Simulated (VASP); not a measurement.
Wanted: the native input for a VASP 6.6.1 run.

```yaml
Task: single point
Functional: r2SCAN
Potentials_or_basis: VASP PAW PBE potentials, release 64 (Os)
Cutoff: 520 eV
k_mesh: 9 × 9 × 4
Occupations: gaussian, width 0.1 eV
Spin: no spin polarisation
Dipole_correction: no
Further_INCAR_settings: ALGO = Normal; EDIFF = 1e-06; NBANDS = 15
```

Os:

```
Os
1.0
     2.74613    0.00000    0.00000
    -1.37307    2.37822    0.00000
     0.00000    0.00000    4.32631
Os
2
Direct
  0.33333 0.66667 0.25000
  0.66667 0.33333 0.75000
```

The input as run:

POSCAR

```
Os
1.0
    2.7461342300      0.0000000000      0.0000000000
   -1.3730671200      2.3782220100      0.0000000000
    0.0000000000      0.0000000000      4.3263142200
Os
2
Direct
    0.3333333300      0.6666666700      0.2500000000
    0.6666666700      0.3333333300      0.7500000000
```

INCAR.step1

```
SYSTEM = Os
ALGO = Normal
EDIFF = 1E-4
ENCUT = 520
GGA = PE
ISMEAR = 0
LASPH = .True.
LCHARG = .False.
LREAL = .False.
LWAVE = .True.
NBANDS = 15
NELM = 100
PREC = Accurate
SIGMA = 0.1
```

INCAR.step2

```
SYSTEM = Os
ALGO = Normal
EDIFF = 1E-6
ENCUT = 520
ISIF = 2
ISMEAR = 0
ISTART = 1
LASPH = .True.
LCHARG = .False.
LMIXTAU = .True.
LREAL = .False.
LWAVE = .False.
METAGGA = R2SCAN
NBANDS = 15
NELM = 100
PREC = Accurate
SIGMA = 0.1
```

KPOINTS

```
k-points
0
Gamma
  9 9 4
  0 0 0
```

Potentials or basis: VASP PAW PBE potentials, release 64 (Os).

The run is started by

```console
$ cat potpaw_PBE.64/Os/POTCAR > POTCAR
$ cp INCAR.step1 INCAR
$ mpirun -np 1 vasp_std > vasp.out
$ cp INCAR.step2 INCAR
$ mpirun -np 1 vasp_std > vasp.out
```

Results of the run:

The pressure is -2.6 GPa and the band gap on the k mesh is zero (band 8 reaches 11.17 eV, above the bottom of band 9 at 7.25 eV).

Caveat: the k points lie up to 0.36 Å⁻¹ apart; the PAW data sets were made with another functional, which shifts forces and pressure a little; spin-orbit coupling is left out, which moves the levels of the heavy elements.

It took 35 s on 1 thread of Intel(R) Xeon(R) Platinum 8488C (Sapphire Rapids), with other jobs on the host, peak memory 0.15 GiB.
